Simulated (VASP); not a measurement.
A run of VASP 6.6.1 is set up as follows.

File INCAR:

```
SYSTEM = ScAlSbP3
ALGO = Normal ; EDIFF = 1E-7
ENCUT = 520 ; GGA = PE
ISIF = 2 ; ISMEAR = 0
ISPIN = 2 ; LASPH = .TRUE.
LCHARG = .FALSE. ; LMAXMIX = 4
LORBIT = 11 ; LREAL = .FALSE.
LWAVE = .FALSE. ; MAGMOM = 0.44 0 0 0 0 0
NBANDS = 30 ; NELM = 150
PREC = Accurate ; SIGMA = 0.1
```

The input KPOINTS:

```
k-points
0
G
  6 6 10
  0 0 0
```

Contents of POSCAR:

```
ScAlSbP3
1.0
    5.3107748563      0.0000000000      0.0000000000
   -2.6553874281      4.5992659393      0.0000000000
    0.0000000000      0.0000000000      5.1995882214
Sc Al Sb P
1 1 1 3
Direct
    0.0000000000      0.0000000000      0.0000000000
    0.6666666667      0.3333333333      0.0000000000
    0.3333333333      0.6666666667      0.0000000000
    0.9459716477      0.4729858239      0.5000000000
    0.5270141761      0.4729858239      0.5000000000
    0.5270141761      0.0540283523      0.5000000000
```

Potentials or basis: VASP PAW PBE potentials, release 64 (Sc_sv, Al, Sb, P).

Run with:

```console
$ cat potpaw_PBE.64/Sc_sv/POTCAR potpaw_PBE.64/Al/POTCAR potpaw_PBE.64/Sb/POTCAR potpaw_PBE.64/P/POTCAR > POTCAR
$ mpirun -np 1 vasp_std > vasp.out
```

**Question.** What does it give for the largest force?

**Answer.** 0.086 eV/Å.

**Question.** Predict the net moment.

**Answer.** 0.00 μB per cell.

**Question.** Estimate the band gap on the k mesh.

**Answer.** Zero (filled and empty bands overlap).

Forces on the atoms (eV/Å):
```
Sc   0.000  0.000  0.000
Al   0.000  0.000  0.000
Sb   0.000  0.000  0.000
P   -0.074 -0.043  0.000
P    0.074 -0.043  0.000
P    0.000  0.086  0.000
```

Caveat: spin-orbit coupling is left out, which moves the levels of the heavy elements.
